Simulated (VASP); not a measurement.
Here is a VASP 6.6.1 calculation.

INCAR

```
PREC = Accurate ; ENCUT = 520
EDIFF = 1E-6 ; ISMEAR = 0
SIGMA = 0.1 ; LREAL = F
LASPH = T ; NELM = 150
ALGO = Normal ; ISIF = 2
LWAVE = F ; LCHARG = F
ISPIN = 2 ; MAGMOM = 1 1 0 0 0 0 0 0 0 0
LORBIT = 11 ; LMAXMIX = 4
GGA = PE ; NBANDS = 44
```

Contents of KPOINTS:

```
regular mesh
0
Gamma
  4 4 4
```

Contents of POSCAR:

```
TiCuC4N4
1.0
    6.0057304685      0.0000000000      0.0000000000
    0.0000000000      6.0057304685      0.0000000000
    0.0000000000      0.0000000000      6.0057304685
Ti Cu C N
1 1 4 4
Direct
    0.0000000000      0.0000000000      0.0000000000
    0.5000000000      0.5000000000      0.5000000000
    0.2016875929      0.2016875929      0.2016875929
    0.2016875929      0.7983124071      0.7983124071
    0.7983124071      0.2016875929      0.7983124071
    0.7983124071      0.7983124071      0.2016875929
    0.3142377683      0.3142377683      0.3142377683
    0.3142377683      0.6857622317      0.6857622317
    0.6857622317      0.3142377683      0.6857622317
    0.6857622317      0.6857622317      0.3142377683
```

Potentials or basis: VASP PAW PBE potentials, release 64 (Ti_sv, Cu, C, N).

Run with:

```console
$ cat potpaw_PBE.64/Ti_sv/POTCAR potpaw_PBE.64/Cu/POTCAR potpaw_PBE.64/C/POTCAR potpaw_PBE.64/N/POTCAR > POTCAR
$ mpirun -np 1 vasp_std > vasp.out
```

(1) Estimate the site moments.

(2) Predict the largest force.

Results:

(1) Ti +0.79; Cu -0.05; C -0.02; N +0.03 μB.

(2) 0.355 eV/Å.

Caveat: a cell with one magnetic atom can't hold antiferromagnetic order, which such compounds often take.
